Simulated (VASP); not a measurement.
MgO, 2 atoms in the cell. It takes space group Fm-3m (No. 225, cubic). The conventional cell has a = 4.175 Å, b = 4.175 Å, c = 4.175 Å, α = 90.00°, β = 90.00°, γ = 90.00°. Within 2.8 Å of Mg (site symmetry m-3m) lie 6 O at 2.09 Å. O (site symmetry m-3m) has 6 Mg at 2.09 Å within 2.8 Å. 

| Property | Result |
| --- | --- |
| Program | VASP 6.6.1 |
| Task | single point |
| Functional | PBEsol-based screened hybrid |
| Potentials or basis | VASP PAW PBE potentials, release 64 (Mg, O) |
| Cutoff | 520 eV |
| k mesh | 6 × 6 × 6 |
| Occupations | fermi-dirac, width 0.05 eV |
| Spin | no spin polarisation |
| Dipole correction | no |
| Grid for exact exchange (PRECFOCK) | Normal |
| Share of exact exchange | 0.25 |
| Further INCAR settings | ALGO = Normal; EDIFF = 1e-06; NBANDS = 11 |
| Screening parameter | 0.207 1/Å |

Potentials or basis: VASP PAW PBE potentials, release 64 (Mg, O).

Launch:

```bash
$ cat potpaw_PBE.64/Mg/POTCAR potpaw_PBE.64/O/POTCAR > POTCAR
$ cp INCAR.step1 INCAR
$ mpirun -np 1 vasp_std > vasp.out
$ cp INCAR.step2 INCAR
$ mpirun -np 1 vasp_std > vasp.out
```

Hardware: 1 thread of AMD EPYC 7R13 Processor (Zen 3) (shared host).

Task: Estimate the wall time of this run.

Result: Wall time 9.3 min on 1 thread of AMD EPYC 7R13 Processor (Zen 3), on a shared host, peak memory 0.22 GiB. Counts: k points 16.
